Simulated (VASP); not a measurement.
# Ru (R-3m) in VASP: a series of runs

Runs on Ru. Level: PBE. Tasks: relaxation of cell and atoms, single point.

Everything below comes from runs of VASP 6.6.1. Logs are shortened: lines on timing, memory, paths and dates and some standing lists are left out, and cuts for length are marked.

## (1) The cell of the first run

It takes space group R-3m (No. 166, trigonal). The conventional cell has a = 3.280 Å, b = 3.280 Å, c = 9.123 Å, α = 90.00°, β = 90.00°, γ = 120.00°. Ru (site symmetry 3m) has 6 Ru at 2.20 to 2.70 Å within 2.9 Å.

## (2) Relaxation of cell and atoms, PBE

INCAR reads:

```
SYSTEM = Ru
PREC = Accurate
ENCUT = 600
EDIFF = 1E-7
ISMEAR = 0
SIGMA = 0.1
LREAL = .FALSE.
LASPH = .TRUE.
NELM = 100
ALGO = Fast
ISIF = 3
LWAVE = .FALSE.
LCHARG = .FALSE.
GGA = PE
IBRION = 2
NSW = 90
EDIFFG = -0.04
```

KPOINTS reads:

```
regular mesh
0
G
  6 6 6
  0 0 0
```

POSCAR reads:

```
Ru
1.0
    1.6398700866      0.9467794359      3.0409424665
   -1.6398700866      0.9467794359      3.0409424665
    0.0000000000     -1.8935588719      3.0409424665
Ru
2
Direct
    0.2275400000      0.2275400000      0.2275400000
    0.7724600000      0.7724600000      0.7724600000
```

Potentials or basis: VASP PAW PBE potentials, release 64 (Ru_pv).

On the command line:

```sh
cat potpaw_PBE.64/Ru_pv/POTCAR > POTCAR
mpirun -np 1 vasp_std > vasp.out
```

OUTCAR:

```text
SYSTEM = Ru
   PREC = Accurate
   ENCUT = 600
   EDIFF = 1E-7
   ISMEAR = 0
   LREAL = .FALSE.
   LASPH = .TRUE.
   NELM = 100
   ISIF = 3
   GGA = PE
   IBRION = 2
   NSW = 90
   EDIFFG = -0.04

 ion  position               nearest neighbor table
   1  0.228  0.228  0.228-   2 2.20   2 2.20   2 2.20   2 2.70   2 2.70   2 2.70
   2  0.772  0.772  0.772-   1 2.20   1 2.20   1 2.20   1 2.70   1 2.70   1 2.70

  LATTYP: Found a trigonal (rhomboedric) cell.
 ALAT       =     3.5823032096
 COS(alpha) =     0.5808936906

  Lattice vectors:

 A1 = (   1.6398700866,   0.9467794359,   3.0409424665)
 A2 = (  -1.6398700866,   0.9467794359,   3.0409424665)
 A3 = (   0.0000000000,  -1.8935588719,   3.0409424665)

Analysis of symmetry for initial positions (statically):
=====================================================================
 Subroutine PRICEL returns:
 Original cell was already a primitive cell.

 Routine SETGRP: Setting up the symmetry group for a
 trigonal (rhombohedral) supercell.

 Subroutine GETGRP returns: Found 12 space group operations
 (whereof 12 operations were pure point group operations)
 out of a pool of 12 trial point group operations.

The static configuration has the point symmetry D_3d.

Analysis of symmetry for dynamics (positions and initial velocities):
=====================================================================
 Subroutine PRICEL returns:
 Original cell was already a primitive cell.

 Routine SETGRP: Setting up the symmetry group for a
 trigonal (rhombohedral) supercell.

 Subroutine GETGRP returns: Found 12 space group operations
 (whereof 12 operations were pure point group operations)
 out of a pool of 12 trial point group operations.

The dynamic configuration has the point symmetry D_3d.

 Subroutine INISYM returns: Found 12 space group operations
 (whereof 12 operations are pure point group operations),
 and found     1 'primitive' translations

----------------------------------------------------------------------------------------

                                     Primitive cell

  volume of cell :      28.3281

  direct lattice vectors                    reciprocal lattice vectors
     1.639870087  0.946779436  3.040942467     0.304902202  0.176035368  0.109615140
    -1.639870087  0.946779436  3.040942467    -0.304902202  0.176035368  0.109615140
[... 99 lines left out ...]
   EFERMI =   0.00;   METHOD = LEGACY
   ISMEAR =     0;   SIGMA  =   0.10  broadening in eV -4-tet -1-fermi 0-gaus
   EFERMI_NEDOS =   21; number of points for ismear=-14 and -15
   IALGO  =     68    algorithm
   IMIX   =      4    mixing-type and parameters
     AMIX     =   0.40;   BMIX     =  1.00
     AMIX_MAG =   1.60;   BMIX_MAG =  1.00
  volume/ion in A,a.u.               =      14.16        95.58
  Fermi-wavevector in a.u.,A,eV,Ry     =   1.630753  3.081677 36.182740  2.659356
  Thomas-Fermi vector in A             =   2.723002
   LORBIT       =      0    0 simple, 1 ext, 2 COOP (PROOUT), +10 PAW based schemes
   GGA     = PE    functional components
   LHFCALC =     F    Hartree Fock is set to
   AEXX    =    0.0000 exact exchange contribution
   IVDW    =     0    specifies the selected vdW correction
   LEPSILON=     F    determine dielectric tensor
   LRPA    =     F    only Hartree local field effects (RPA)
 conjugate gradient relaxation of ions
 non-spin polarized calculation
 RMM-DIIS sequential band-by-band and
 Gauss-broadening in eV      SIGMA  =   0.10
  energy-cutoff  :      600.00
  volume of cell :       28.33
 maximum number of plane-waves:       972
 NGX is ok and might be reduce to    30
   NGX = 15   NGY = 15   NGZ = 15

--------------------------------------- Ionic step        1  -------------------------------------------

 number of electron      27.9999997 magnetization

 Free energy of the ion-electron system (eV)
  ---------------------------------------------------
  ext. energy  EPLUGINS =         0.00000000
  ---------------------------------------------------
  free energy    TOTEN  =       -15.08004387 eV

  energy without entropy =      -15.06958363  energy(sigma->0) =      -15.07481375

------------------------ aborting loop because EDIFF is reached ----------------------------------------

  FORCE on cell =-STRESS in cart. coord.  units (eV):
  Direction    XX          YY          ZZ          XY          YZ          ZX
  --------------------------------------------------------------------------------------
  -------------------------------------------------------------------------------------
  Total       12.0379044     12.0379044      7.7362619      0.0000000     -0.0000000      0.0000000
  in kB      680.8379572    680.8379571    437.5463156      0.0000000     -0.0000000      0.0000000
  external PRESSURE =     599.7407433 kB  Pullay stress =       0.0000000 kB
[... 535 lines left out ...]
     17       5.5567      0.00000
     18       7.0957      0.00000

 [... further k-points ...]

------------------------ aborting loop EDIFF was not reached (unconverged)  ----------------------------

  FORCE on cell =-STRESS in cart. coord.  units (eV):
  Direction    XX          YY          ZZ          XY          YZ          ZX
  --------------------------------------------------------------------------------------
  -------------------------------------------------------------------------------------
  Total       -8.6601745     -8.6601745     -9.3472999     -0.0000000      0.0000000      0.0000000
  in kB     -247.9038312   -247.9038312   -267.5732978     -0.0000000      0.0000000      0.0000000
  external PRESSURE =    -254.4603201 kB  Pullay stress =       0.0000000 kB
[... 567 lines left out ...]
     17      12.0489      0.00000
     18      14.3932      0.00000

 [... further k-points ...]

[... ionic steps 4 to 13 ...]

--------------------------------------- Ionic step       14  -------------------------------------------

 number of electron      27.9999997 magnetization

------------------------ aborting loop because EDIFF is reached ----------------------------------------
[... 67 lines left out ...]
--------------------------------------- Ionic step       16  -------------------------------------------

 number of electron      27.9999997 magnetization

 Free energy of the ion-electron system (eV)
  ---------------------------------------------------
  ext. energy  EPLUGINS =         0.00000000
  ---------------------------------------------------
  free energy    TOTEN  =       -16.19107810 eV

  energy without entropy =      -16.17582757  energy(sigma->0) =      -16.18345284

 E-fermi :  10.4939     XC(G=0): -12.9909

 val. band max:       10.4925715225   @ k =   0.3333   0.1667   0.1667
 cond. band min:      10.5802622700   @ k =   0.5000   0.5000   0.3333
 fundamental gap:      0.0876907475
 Fermi energy:        10.4938779211
[... 533 lines left out ...]
  FREE ENERGIE OF THE ION-ELECTRON SYSTEM (eV)
  ---------------------------------------------------
  free  energy   TOTEN  =       -16.1910781042 eV

  energy  without entropy=      -16.1758275722  energy(sigma->0) =      -16.18345284

 reached required accuracy - stopping structural energy minimisation
```

CONTCAR:

```text
Ru
   1.00000000000000
     1.8445130999043613    1.0649301347183795    2.7015826833910581
    -1.8445130999043613    1.0649301347183795    2.7015826833910581
    -0.0000000000000000   -2.1298602695373274    2.7015826833870746
  Ru
     2
Direct
     0.2387879052042868    0.2387879052042868    0.2387879052044241
     0.7612120947957133    0.7612120947957133    0.7612120947955759

  0.00000000E+00  0.00000000E+00  0.00000000E+00
  0.00000000E+00  0.00000000E+00  0.00000000E+00
```

It took 15 min on 1 thread of Intel Xeon 8259CL, shared host; peak memory 0.19 GiB.

What came out:

```
Free energy                           : -16.1911 eV
Relaxed volume                        : 15.92 Å³/atom
Relaxed cell                          : a = 3.440 Å, b = 3.440 Å, c = 3.440 Å, α = 64.85°, β = 64.85°, γ = 64.85°
Space group after relaxing (to 0.1 Å) : R-3m (No. 166)
Pressure after relaxing               : 0.3 GPa
Largest force after relaxing          : 0.011 eV/Å
Band gap on the k mesh                : zero (bands 14 and 15 overlap by 2.21 eV)
```

Forces on the atoms (eV/Å):
```
Ru   0.000  0.000 -0.011
Ru   0.000  0.000  0.011
```

Final structure:
```
Ru
1.0
     1.84451    1.06493    2.70158
    -1.84451    1.06493    2.70158
     0.00000   -2.12986    2.70158
Ru
2
Direct
  0.23879 0.23879 0.23879
  0.76121 0.76121 0.76121
```

Caveat: the k points lie up to 0.35 Å⁻¹ apart in the final cell, too coarse for converged energies and pressures of a metal.

## (3) Single point, PBE

This run uses another cell than the first one, of 14.31 Å³/atom.

INCAR reads:

```
  ALGO = Normal
  EDIFF = 1E-6
  ENCUT = 500
  GGA = PE
  GGA_COMPAT = False
  ISIF = 2
  ISMEAR = 0
  LASPH = True
  LCHARG = False
  LREAL = False
  LWAVE = False
  NBANDS = 21
  NELM = 120
  PREC = Accurate
  SIGMA = 0.1
```

KPOINTS reads:

```
k-points
0
Gamma
  6 6 6
```

POSCAR reads:

```
Ru
1.0
    1.6805794631      0.9702830054      2.9257363241
   -1.6805794631      0.9702830054      2.9257363241
    0.0000000000     -1.9405660108      2.9257363241
Ru
2
Direct
    0.2336400000      0.2336400000      0.2336400000
    0.7663600000      0.7663600000      0.7663600000
```

Potentials or basis: VASP PAW PBE potentials, release 64 (Ru_pv).

On the command line:

```sh
cat potpaw_PBE.64/Ru_pv/POTCAR > POTCAR
mpirun -np 1 vasp_std > vasp.out
```

Run time: 42 s. Hardware: 1 thread of Intel Xeon 8259CL, shared host; peak memory 0.13 GiB.

It converged, with:

| Property | Result |
| --- | --- |
| Free energy | -15.6259 eV |
| Pressure | 41.1 GPa |
| Largest force | 2.052 eV/Å |
| Band gap on the k mesh | zero (bands 14 and 15 overlap by 2.25 eV) |

Forces in eV/Å, atoms in the order of the input:
```
Ru   0.000  0.000  2.052
Ru   0.000  0.000 -2.052
```

Stress tensor (GPa, compression positive):
```
45.54  0.00  0.00
 0.00 45.54  0.00
 0.00  0.00 32.11
```

Levels at points of the mesh, in eV from the Fermi level:
```tsv
k point	band 10	band 11	band 12	band 13	band 14	band 15	band 16	band 17	band 18	band 19
(0.00, 0.00, 0.00)	-5.62	-5.59	-5.59	0.91	1.82	1.82	3.95	3.95	9.39	10.68
(0.50, 0.00, 0.00)	-3.15	-3.10	-3.09	-2.12	-1.75	-0.02	0.24	1.55	2.33	10.68
(0.50, 0.50, 0.00)	-4.19	-1.43	-1.41	-0.86	-0.84	-0.27	1.70	3.73	6.14	6.55
(0.50, 0.50, 0.50)	-3.73	-3.59	-3.59	-0.88	-0.88	-0.25	-0.25	-0.18	2.43	10.68
```

Caveat: the k points lie up to 0.38 Å⁻¹ apart, too coarse for converged energies and pressures of a metal; forces of over 1 eV/Å act on the atoms, so gaps and moduli don't describe the material at rest.

The gap in the log of VASP goes by the Fermi energy; the results here count the filled bands.